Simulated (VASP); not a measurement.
Write the native input for VASP 6.6.1 that does the following.

```
Task                   : single point
Functional             : PBE
Potentials or basis    : VASP PAW PBE potentials, release 64 (Al, Ru_pv)
Cutoff                 : 520 eV
k mesh                 : 6 × 6 × 4
Occupations            : gaussian, width 0.1 eV
Spin                   : no spin polarisation
Dipole correction      : no
Further INCAR settings : ALGO = Normal; EDIFF = 1e-06; NBANDS = 20
```

The structure of Al3Ru lies in POSCAR:

```
Al3Ru
1.0
    2.7379011092     -0.0000000023      0.0000000000
   -1.3689505526      2.3710919148      0.0000000000
    0.0000000000      0.0000000000     10.4812850275
Al Ru
3 1
Direct
    0.0000000000      0.0000000000      0.2383564181
    0.0000000000      0.0000000000      0.7616435819
    0.0000000000      0.0000000000      0.5000000000
    0.0000000000      0.0000000000      0.0000000000
```

The cell was built from a structure type or drawn by symmetry, and may not be a known phase.

The input as run:

INCAR

```
SYSTEM = Al3Ru
PREC = Accurate
ENCUT = 520
EDIFF = 1E-6
ISMEAR = 0
SIGMA = 0.1
LREAL = .FALSE.
LASPH = .TRUE.
NELM = 80
ALGO = Normal
ISIF = 2
LWAVE = .FALSE.
LCHARG = .FALSE.
GGA = PE
NBANDS = 20
```

KPOINTS

```
Automatic mesh
0
G
  6 6 4
  0 0 0
```

Potentials or basis: VASP PAW PBE potentials, release 64 (Al, Ru_pv).

Run with:

```sh
$ cat potpaw_PBE.64/Al/POTCAR potpaw_PBE.64/Ru_pv/POTCAR > POTCAR
$ mpirun -np 1 vasp_std > vasp.out
```

Results of the run:

```json
{
 "Pressure": "0.1 GPa",
 "Largest force": "0.005 eV/Å",
 "Band gap on the k mesh": "zero (an odd number of electrons rules out a gap without spin polarisation)"
}
```

Caveat: the k points lie up to 0.44 Å⁻¹ apart, too coarse for converged energies and pressures of a metal.

Run time: 13 s on 1 thread of Intel(R) Xeon(R) 6975P-C (Granite Rapids), on a shared host, peak memory 0.18 GiB.
